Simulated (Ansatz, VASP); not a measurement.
**Two plane-wave programs on InPd**

File INCAR:

```
ALGO = Normal ; EDIFF = 1E-8
ENCUT = 520 ; GGA = PE
ISIF = 2 ; ISMEAR = -1
LASPH = T ; LCHARG = F
LEFG = T ; LREAL = F
LWAVE = F ; NBANDS = 18
NELM = 100 ; PREC = Accurate
SIGMA = 0.05
```

Contents of KPOINTS:

```
k-points
0
Gamma
  9 9 9
```

File POSCAR:

```
InPd
1.0
    3.2718847800      0.0000000000      0.0000000000
    0.0000000000      3.2718847800      0.0000000000
    0.0000000000      0.0000000000      3.2718847800
In Pd
1 1
Direct
   -0.1050000000     -0.1050000000     -0.1050000000
    0.6050000000      0.6050000000      0.6050000000
```

Input for Ansatz:

```yaml
crystal:
  lattice:
    - [3.27188478, 0.0, 0.0]
    - [0.0, 3.27188478, 0.0]
    - [0.0, 0.0, 3.27188478]
  atoms:
    - { symbol: In, position: [-0.105, -0.105, -0.105] }
    - { symbol: Pd, position: [0.605, 0.605, 0.605] }
kpoints:
  mp_grid: { grid: [9, 9, 9] }
scf:
  occupations: { method: fermi_dirac, width: 0.05 }
hamiltonian:
  xc: pbe
  pseudopotentials: { kind: paw }
output:
  forces: true
  stress: true
  eigenvalues: true
  efg: { contact_densities: true }
  populations: true
  write_density: true
  write_potential: true
  elf: true
  volumetric_format: npy
```

Change from the starting cell: shortest bond scaled by 0.58, PAW files.

Alike in both runs: task electric field gradients; functional PBE; k mesh 9 × 9 × 9; occupations fermi-dirac, width 0.05 eV; no spin polarisation.

|  | VASP | Ansatz |
| --- | --- | --- |
| version | VASP 6.6.1 | Ansatz 0.2.0 |
| potentials or method | VASP PAW PBE potentials, release 64 (In_d, Pd) | PAW with Ansatz's default frozen-core files, scalar-relativistic |
| plane-wave cutoff (eV) | 520 | 420 |
| valence electrons in the cell | 23 | 31 |

|  | VASP | Ansatz | Ansatz less VASP |
| --- | --- | --- | --- |
| pressure (GPa) | 111.3 | 196.5 | +85.15 |
| traceless stress, the component that is largest in VASP (GPa) | 95.42 | 181.46 | +86.033 |
| rms of the force components (eV/Å) | 22.697 | 42.506 | +19.8088 |
| size of Vzz on the site where it differs most (V/Å²) | 121.8 | 47.0 | -74.75 |

Atom by atom the forces differ by 19.809 eV/Å (rms over components). The pressures are high and differ by over a tenth, so treat them with care. VASP's potentials hold 23 valence electrons a cell and Ansatz's 31, so a difference there can come from the potentials and not from the codes.

Noted on VASP's run: the cell as given lies far from equilibrium.
